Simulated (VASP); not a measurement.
Here is a VASP 6.6.1 calculation.

Contents of INCAR:

```
SYSTEM = TiC
PREC = Accurate ; ENCUT = 520
EDIFF = 1E-6 ; ISMEAR = 0
SIGMA = 0.15 ; LREAL = .FALSE.
LASPH = .TRUE. ; NELM = 60
ALGO = Normal ; ISIF = 2
LWAVE = .FALSE. ; LCHARG = .FALSE.
GGA = PE ; NBANDS = 42
```

KPOINTS

```
regular mesh
0
G
  12 12 12
  0 0 0
```

File POSCAR:

```
TiC
1.0
    4.3280000000      0.0000000000      0.0000000000
    0.0000000000     -4.3280000000      0.0000000000
    0.0000000000      0.0000000000     -4.3280000000
Ti C
4 4
Direct
    0.0000000000      0.5000000000      0.5000000000
    0.5000000000      0.0000000000      0.5000000000
    0.5000000000      0.5000000000      0.0000000000
    0.0000000000      0.0000000000      0.0000000000
    0.5000000000      0.0000000000      0.0000000000
    0.0000000000      0.5000000000      0.0000000000
    0.0000000000      0.0000000000      0.5000000000
    0.5000000000      0.5000000000      0.5000000000
```

Potentials or basis: VASP PAW PBE potentials, release 64 (Ti_sv, C).

The run is started by

```console
$ cat potpaw_PBE.64/Ti_sv/POTCAR potpaw_PBE.64/C/POTCAR > POTCAR
$ mpirun -np 1 vasp_std > vasp.out
```

Problem. Estimate the band gap on the k mesh.

Solution. Zero (bands 32 and 33 overlap by 0.66 eV).

Problem. What does it give for the pressure?

Solution. 1.1 GPa.
